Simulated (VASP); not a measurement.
# W in VASP: notebook

The runs below take W through single point, with PBE.

Program: VASP 6.6.1. These are calculated values, not measurements. Logs are shortened: lines on timing, memory, paths and dates and some standing lists are left out, and cuts for length are marked.

## Step 1: The cell of the first run

The cell holds a wire or tube with vacuum around it, 2 atoms: a = 10.100 Å, b = 9.300 Å, c = 2.975 Å, α = 90.00°, β = 90.00°, γ = 90.00°.

## Step 2: Single point, PBE, collinear spin

Input file INCAR:

```
SYSTEM = W
PREC     = Accurate       ! precision mode
ENCUT    = 520            ! plane-wave cutoff, eV
EDIFF    = 1E-6           ! SCF threshold, eV
ISMEAR   = 0              ! smearing method
SIGMA    = 0.05           ! smearing width, eV
LREAL    = .False.        ! projectors in reciprocal space
LASPH    = .True.         ! aspherical terms in the spheres
NELM     = 150            ! most SCF steps
ALGO     = Normal         ! electronic algorithm
ISIF     = 2              ! what is computed and relaxed
LWAVE    = .False.        ! write WAVECAR
LCHARG   = .False.        ! write CHGCAR
ISPIN    = 2              ! spin polarisation
MAGMOM   = 1.5 1.5        ! initial moments
LORBIT   = 11             ! projections on sites
LMAXMIX  = 4              ! l up to which the mixer works
GGA      = PE             ! functional
NBANDS   = 25             ! bands
```

Input file KPOINTS:

```
Automatic mesh
0
Gamma
  1 1 15
  0 0 0
```

Input file POSCAR:

```
W
1.0
   10.1000000000      0.0000000000      0.0000000000
    0.0000000000      9.3000000000      0.0000000000
    0.0000000000      0.0000000000      2.9749381439
W
2
Direct
    0.4133465566      0.5000000000      0.0000000000
    0.5866534434      0.5000000000      0.5000000000
```

Potentials or basis: VASP PAW PBE potentials, release 64 (W_sv).

Command:

```sh
cat potpaw_PBE.64/W_sv/POTCAR > POTCAR
mpirun -np 1 vasp_std > vasp.out
```

OUTCAR:

```text
SYSTEM = W
   PREC = Accurate
   ENCUT = 520
   EDIFF = 1E-6
   ISMEAR = 0
   LREAL = .False.
   LASPH = .True.
   NELM = 150
   ISIF = 2
   ISPIN = 2
   LORBIT = 11
   GGA = PE

 ion  position               nearest neighbor table
   1  0.413  0.500  0.000-   2 2.30   2 2.30
   2  0.587  0.500  0.500-   1 2.30   1 2.30

  LATTYP: Found a simple orthorhombic cell.
 ALAT       =     2.9749381439
 B/A-ratio  =     3.1261154183
 C/A-ratio  =     3.3950285725

  Lattice vectors:

 A1 = (   0.0000000000,   0.0000000000,  -2.9749381439)
 A2 = (   0.0000000000,   9.3000000000,   0.0000000000)
 A3 = (  10.1000000000,   0.0000000000,   0.0000000000)

Analysis of symmetry for initial positions (statically):
=====================================================================
 Subroutine PRICEL returns:
 Original cell was already a primitive cell.

 Routine SETGRP: Setting up the symmetry group for a
 simple orthorhombic supercell.

 Subroutine GETGRP returns: Found  8 space group operations
 (whereof  4 operations were pure point group operations)
 out of a pool of  8 trial point group operations.

The static configuration has the point symmetry C_2v.
 The point group associated with its full space group is D_2h.

Analysis of symmetry for dynamics (positions and initial velocities):
=====================================================================
 Subroutine PRICEL returns:
 Original cell was already a primitive cell.

 Routine SETGRP: Setting up the symmetry group for a
 simple orthorhombic supercell.

 Subroutine GETGRP returns: Found  8 space group operations
 (whereof  4 operations were pure point group operations)
 out of a pool of  8 trial point group operations.

The dynamic configuration has the point symmetry C_2v.
 The point group associated with its full space group is D_2h.

Analysis of structural, dynamic, and magnetic symmetry:
=====================================================================
 Subroutine PRICEL returns:
 Original cell was already a primitive cell.

 Routine SETGRP: Setting up the symmetry group for a
 simple orthorhombic supercell.

 Subroutine GETGRP returns: Found  8 space group operations
 (whereof  4 operations were pure point group operations)
 out of a pool of  8 trial point group operations.

The overall configuration has the point symmetry C_2v.
 The point group associated with its full space group is D_2h.

[... 102 lines left out ...]
  volume/ion in A,a.u.               =     139.72       942.86
  Fermi-wavevector in a.u.,A,eV,Ry     =   0.760385  1.436919  7.866685  0.578185
  Thomas-Fermi vector in A             =   1.859390
   LORBIT       =     11    0 simple, 1 ext, 2 COOP (PROOUT), +10 PAW based schemes
   GGA     = PE    functional components
   LHFCALC =     F    Hartree Fock is set to
   AEXX    =    0.0000 exact exchange contribution
   IVDW    =     0    specifies the selected vdW correction
   LEPSILON=     F    determine dielectric tensor
   LRPA    =     F    only Hartree local field effects (RPA)
 spin polarized calculation
 Gauss-broadening in eV      SIGMA  =   0.05
  energy-cutoff  :      520.00
  volume of cell :      279.44
 maximum number of plane-waves:      7563
 NGX is ok and might be reduce to    80
   NGX = 37   NGY = 35   NGZ = 11

 number of electron      27.9999996 magnetization      -0.0000522

 number of electron      27.9999996 magnetization       0.0000235

 Free energy of the ion-electron system (eV)
  ---------------------------------------------------
  ext. energy  EPLUGINS =         0.00000000
  ---------------------------------------------------
  free energy    TOTEN  =       -18.26501466 eV

  energy without entropy =      -18.26342840  energy(sigma->0) =      -18.26422153

 E-fermi :  -2.0684     XC(G=0):  -3.2817

 val. band max:       -2.1313450766   @ k =   0.0000   0.0000   0.0667
 cond. band min:      -2.0035224590   @ k =   0.0000   0.0000   0.4667
 fundamental gap:      0.1278226176
 Fermi energy:        -2.0683954074

 spin component 1

 k-point     1 :       0.0000    0.0000    0.0000
  band No.  band energies     occupation
      1     -76.0788      1.00000
      2     -75.6453      1.00000
      3     -41.1662      1.00000
      4     -40.5364      1.00000
      5     -40.3936      1.00000
      6     -39.9190      1.00000
[... 213 lines left out ...]
     24       4.7129      0.00000
     25       5.0913      0.00000
 Fermi energy:        -2.0683954074

 spin component 2

 k-point     1 :       0.0000    0.0000    0.0000
  band No.  band energies     occupation
      1     -76.0788      1.00000
      2     -75.6453      1.00000
      3     -41.1662      1.00000
      4     -40.5364      1.00000
      5     -40.3935      1.00000
      6     -39.9190      1.00000
[... 213 lines left out ...]
     24       4.7128      0.00000
     25       5.0811      0.00000

------------------------ aborting loop because EDIFF is reached ----------------------------------------

  FORCE on cell =-STRESS in cart. coord.  units (eV):
  Direction    XX          YY          ZZ          XY          YZ          ZX
  --------------------------------------------------------------------------------------
  -------------------------------------------------------------------------------------
  Total        0.7480260     -0.0718182      0.4740657      0.0000000      0.0000000      0.0000000
  in kB        4.2888911     -0.4117775      2.7181090      0.0000000      0.0000000      0.0000000
  external PRESSURE =       2.1984076 kB  Pullay stress =       0.0000000 kB

 VOLUME and BASIS-vectors are now :
 -----------------------------------------------------------------------------
  energy-cutoff  :      520.00
  volume of cell :      279.44
      direct lattice vectors                 reciprocal lattice vectors
    10.100000000  0.000000000  0.000000000     0.099009901  0.000000000  0.000000000
     0.000000000  9.300000000  0.000000000     0.000000000  0.107526882  0.000000000
     0.000000000  0.000000000  2.974938144     0.000000000  0.000000000  0.336141443

 POSITION                                       TOTAL-FORCE (eV/Angst)
 -----------------------------------------------------------------------------------
      4.17480      4.65000      0.00000        -0.366669      0.000000      0.000000
      5.92520      4.65000      1.48747         0.366669      0.000000      0.000000
 -----------------------------------------------------------------------------------
    total drift:                                0.000000     -0.000000      0.000000

  FREE ENERGIE OF THE ION-ELECTRON SYSTEM (eV)
  ---------------------------------------------------
  free  energy   TOTEN  =       -18.2650146601 eV

  energy  without entropy=      -18.2634284027  energy(sigma->0) =      -18.26422153

 total charge

# of ion       s       p       d       tot
------------------------------------------
    1        2.492   6.109   3.629  12.230
    2        2.492   6.109   3.629  12.230
--------------------------------------------------
tot          4.983  12.218   7.259  24.460

 magnetization (x)

# of ion       s       p       d       tot
------------------------------------------
    1        0.000   0.000   0.000   0.000
    2        0.000   0.000   0.000   0.000
--------------------------------------------------
tot          0.000   0.000   0.000   0.000
```

OSZICAR:

```text
N       E                     dE             d eps       ncg     rms          rms(c)
DAV:   1     0.186978853906E+03    0.18698E+03   -0.15964E+04  1048   0.841E+02
DAV:   2    -0.839922254440E+01   -0.19538E+03   -0.18480E+03  1031   0.232E+02
[... 17 lines left out ...]
DAV:  20    -0.182649929259E+02   -0.29192E-04   -0.44482E-05   691   0.338E-02    0.315E-03
DAV:  21    -0.182650209560E+02   -0.28030E-04   -0.25654E-05   700   0.278E-02    0.179E-03
DAV:  22    -0.182650012788E+02    0.19677E-04   -0.11807E-05   741   0.187E-02    0.823E-04
DAV:  23    -0.182650098389E+02   -0.85601E-05   -0.27250E-06   720   0.951E-03    0.600E-04
DAV:  24    -0.182650139265E+02   -0.40875E-05   -0.22721E-06   774   0.612E-03    0.321E-04
DAV:  25    -0.182650146601E+02   -0.73364E-06   -0.10316E-06   727   0.454E-03
   1 F= -.18265015E+02 E0= -.18264222E+02  d E =-.158626E-02  mag=     0.0000
```

stdout:

```text
POSCAR found type information on POSCAR W
 POSCAR found :  1 types and       2 ions
 scaLAPACK will be used
 LDA part: xc-table for (Slater+PW92), standard interpolation
 POSCAR, INCAR and KPOINTS ok, starting setup
 FFT: planning ... GRIDC
 FFT: planning ... GRID_SOFT
 FFT: planning ... GRID
 WAVECAR not read
 entering main loop
```

It took 2.9 min on 1 thread of Intel Xeon Platinum 8259CL at 2.50GHz (Skylake/Cascade Lake), shared host; peak memory 0.48 GiB.

What came out:

```yaml
Free_energy: -18.2650 eV
Largest_force: 0.367 eV/Å
Band_gap_on_the_k_mesh: zero (filled and empty bands overlap)
Net_moment: 0.00 μB per cell
Valence_electrons_inside_the_program's_atomic_spheres: W 12.23
```

Forces on the atoms (eV/Å):
```
W   -0.367  0.000  0.000
W    0.367  0.000  0.000
```

Caveat: spin-orbit coupling is left out, which moves the levels of the heavy elements.

## Step 3: Single point, PBE, collinear spin

This run uses another cell than the first one.

Input file INCAR:

```
SYSTEM = W
PREC = Accurate
ENCUT = 520
EDIFF = 1E-7
ISMEAR = 0
SIGMA = 0.05
LREAL = .False.
LASPH = .True.
NELM = 150
ALGO = Normal
ISIF = 2
LWAVE = .False.
LCHARG = .False.
ISPIN = 2
MAGMOM = 1.5 1.5
LORBIT = 11
LMAXMIX = 4
GGA = PE
NBANDS = 25
```

Input file KPOINTS:

```
Automatic mesh
0
Gamma
  1 1 24
  0 0 0
```

Input file POSCAR:

```
W
1.0
   11.2000000000      0.0000000000      0.0000000000
    0.0000000000      9.3000000000      0.0000000000
    0.0000000000      0.0000000000      2.4745510336
W
2
Direct
    0.4001672148      0.5000000000      0.0000000000
    0.5998327852      0.5000000000      0.5000000000
```

Potentials or basis: VASP PAW PBE potentials, release 64 (W_sv).

Command:

```sh
cat potpaw_PBE.64/W_sv/POTCAR > POTCAR
mpirun -np 1 vasp_std > vasp.out
```

OUTCAR:

```text
SYSTEM = W
   PREC = Accurate
   ENCUT = 520
   EDIFF = 1E-7
   ISMEAR = 0
   LREAL = .False.
   LASPH = .True.
   NELM = 150
   ISIF = 2
   ISPIN = 2
   LORBIT = 11
   GGA = PE

 ion  position               nearest neighbor table
   1  0.400  0.500  0.000-   2 2.56   2 2.56
   2  0.600  0.500  0.500-   1 2.56   1 2.56

  LATTYP: Found a simple orthorhombic cell.
 ALAT       =     2.4745510336
 B/A-ratio  =     3.7582575076
 C/A-ratio  =     4.5260735576

  Lattice vectors:

 A1 = (   0.0000000000,   0.0000000000,  -2.4745510336)
 A2 = (   0.0000000000,   9.3000000000,   0.0000000000)
 A3 = (  11.2000000000,   0.0000000000,   0.0000000000)

Analysis of symmetry for initial positions (statically):
=====================================================================
 Subroutine PRICEL returns:
 Original cell was already a primitive cell.

 Routine SETGRP: Setting up the symmetry group for a
 simple orthorhombic supercell.

[... 552 lines left out ...]
      3     -41.1906      1.00000
      4     -40.6514      1.00000
      5     -40.4681      1.00000
      6     -40.0180      1.00000
[... 353 lines left out ...]
     24       6.8528      0.00000
     25       7.6443      0.00000

------------------------ aborting loop because EDIFF is reached ----------------------------------------

  FORCE on cell =-STRESS in cart. coord.  units (eV):
  Direction    XX          YY          ZZ          XY          YZ          ZX
  --------------------------------------------------------------------------------------
  -------------------------------------------------------------------------------------
  Total        0.1886865     -0.0614833      0.4125884      0.0000000      0.0000000      0.0000000
  in kB        1.1728812     -0.3821819      2.5646621      0.0000000      0.0000000      0.0000000
  external PRESSURE =       1.1184538 kB  Pullay stress =       0.0000000 kB

 VOLUME and BASIS-vectors are now :
 -----------------------------------------------------------------------------
  energy-cutoff  :      520.00
  volume of cell :      257.75
      direct lattice vectors                 reciprocal lattice vectors
    11.200000000  0.000000000  0.000000000     0.089285714  0.000000000  0.000000000
     0.000000000  9.300000000  0.000000000     0.000000000  0.107526882  0.000000000
     0.000000000  0.000000000  2.474551034     0.000000000  0.000000000  0.404113710

 POSITION                                       TOTAL-FORCE (eV/Angst)
 -----------------------------------------------------------------------------------
      4.48187      4.65000      0.00000        -0.073744      0.000000      0.000000
      6.71813      4.65000      1.23728         0.073744      0.000000      0.000000
 -----------------------------------------------------------------------------------
    total drift:                                0.000000      0.000000      0.000000

  FREE ENERGIE OF THE ION-ELECTRON SYSTEM (eV)
  ---------------------------------------------------
  free  energy   TOTEN  =       -18.0243549957 eV

  energy  without entropy=      -18.0205240459  energy(sigma->0) =      -18.02243952

 total charge

# of ion       s       p       d       tot
------------------------------------------
    1        2.490   6.132   3.515  12.136
    2        2.490   6.132   3.515  12.136
--------------------------------------------------
tot          4.979  12.264   7.029  24.272

 magnetization (x)

# of ion       s       p       d       tot
------------------------------------------
    1        0.016   0.015   0.313   0.344
    2        0.016   0.015   0.313   0.344
--------------------------------------------------
tot          0.032   0.030   0.627   0.689
```

Run time: 3.5 min. Hardware: 1 thread of Intel Xeon Platinum 8259CL at 2.50GHz (Skylake/Cascade Lake), shared host; peak memory 0.46 GiB.

Results:

```
Free energy                                           : -18.0244 eV
Largest force                                         : 0.074 eV/Å
Net moment                                            : 1.01 μB per cell
Site moments                                          : W +0.34 μB
Valence electrons inside the program's atomic spheres : W 12.14
```

Forces on the atoms (eV/Å):
```
W   -0.074  0.000  0.000
W    0.074  0.000  0.000
```

Caveat: spin-orbit coupling is left out, which moves the levels of the heavy elements.
